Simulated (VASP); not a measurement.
A run of VASP 6.6.1 is set up as follows.

INCAR

```
  PREC = Accurate
  ENCUT = 520
  EDIFF = 1E-6
  ISMEAR = 0
  SIGMA = 0.05
  LREAL = False
  LASPH = True
  NELM = 100
  ALGO = Normal
  ISIF = 2
  LWAVE = False
  LCHARG = False
  GGA = PE
  NBANDS = 40
```

KPOINTS

```
Automatic mesh
0
Gamma
  9 9 9
```

Contents of POSCAR:

```
ZnInGaO4
1.0
    1.6778680567      0.9687175742      8.7048433037
   -1.6778680567      0.9687175742      8.7048433037
    0.0000000000     -1.9374351484      8.7048433037
Zn In Ga O
1 1 1 4
Direct
    0.2188097768      0.2188097768      0.2188097768
    0.0030792351      0.0030792351      0.0030792351
    0.7870458987      0.7870458987      0.7870458987
    0.2952832344      0.2952832344      0.2952832344
    0.7112334344      0.7112334344      0.7112334344
    0.1210293613      0.1210293613      0.1210293613
    0.8635200593      0.8635200593      0.8635200593
```

Potentials or basis: VASP PAW PBE potentials, release 64 (Zn, In_d, Ga_d, O).

Launch:

```sh
$ cat potpaw_PBE.64/Zn/POTCAR potpaw_PBE.64/In_d/POTCAR potpaw_PBE.64/Ga_d/POTCAR potpaw_PBE.64/O/POTCAR > POTCAR
$ mpirun -np 1 vasp_std > vasp.out
```

Q: Predict the pressure.

A: 0.6 GPa.

Q: Predict the largest force.

A: 0.011 eV/Å.

Q: What does it give for the band gap on the k mesh?

A: 1.10 eV.

Forces in eV/Å, atoms in the order of the input:
```
Zn   0.000  0.000  0.002
In   0.000  0.000  0.002
Ga   0.000  0.000 -0.004
O    0.000  0.000  0.011
O    0.000  0.000 -0.005
O    0.000  0.000 -0.002
O    0.000  0.000 -0.004
```

Caveat: spin-orbit coupling is left out, which moves the levels of the heavy elements. A k mesh can miss the band edges.
